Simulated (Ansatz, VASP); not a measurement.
# Ta: VASP beside Ansatz

```xyz
1
Lattice="2.7776 0.0000 0.0000 0.0000 2.7776 0.0000 0.0000 0.0000 2.7776" Properties=species:S:1:pos:R:3 pbc="T T T"
Ta    0.0000    0.0000    0.0000
```

Change from the starting cell: volume scaled by 1.04.

Alike in both runs: task single point; functional PBE; k mesh 13 × 13 × 13; occupations fermi-dirac, width 0.03 eV; no spin polarisation.

```csv
,VASP,Ansatz
version,VASP 6.6.1,Ansatz 0.2.0
potentials or method,"VASP PAW PBE potentials, release 64 (Ta_pv), cutoff 520 eV","all-electron LAPW, scalar-relativistic"
```

```csv
,VASP,Ansatz,Ansatz less VASP
pressure (GPa),-5.2,-5.2,-0.08
```

Ansatz ran all-electron here, and VASP with PAW potentials.

Spin-orbit coupling is off throughout.
